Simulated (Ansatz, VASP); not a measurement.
**Os in VASP and in Ansatz**

```xyz
1
Lattice="0.0000 1.9257 1.9257 1.9257 0.0000 1.9257 1.9257 1.9257 0.0000" Properties=species:S:1:pos:R:3 pbc="T T T"
Os    0.0000    0.0000    0.0000
```

Alike in both runs: task relaxation of cell and atoms; functional PBE; k mesh 17 × 17 × 17; occupations fermi-dirac, width 0.1 eV; no spin polarisation.

|  | VASP | Ansatz |
| --- | --- | --- |
| version | VASP 6.6.1 | Ansatz 0.2.0 |
| potentials or method | VASP PAW PBE potentials, release 64 (Os) | PAW with Ansatz's default frozen-core files, scalar-relativistic |
| plane-wave cutoff (eV) | 600 | 420 |
| valence electrons in the cell | 8 | 16 |

|  | VASP | Ansatz | Ansatz less VASP |
| --- | --- | --- | --- |
| relaxed volume (Å³/atom) | 14.35 | 14.35 | 0.000 |
| relaxed cell length with the largest relative difference (Å) | 2.727 | 2.727 | 0.0000 |

VASP's potentials hold 8 valence electrons a cell and Ansatz's 16, so a difference there can come from the potentials and not from the codes.

Neither program's run includes spin-orbit coupling.
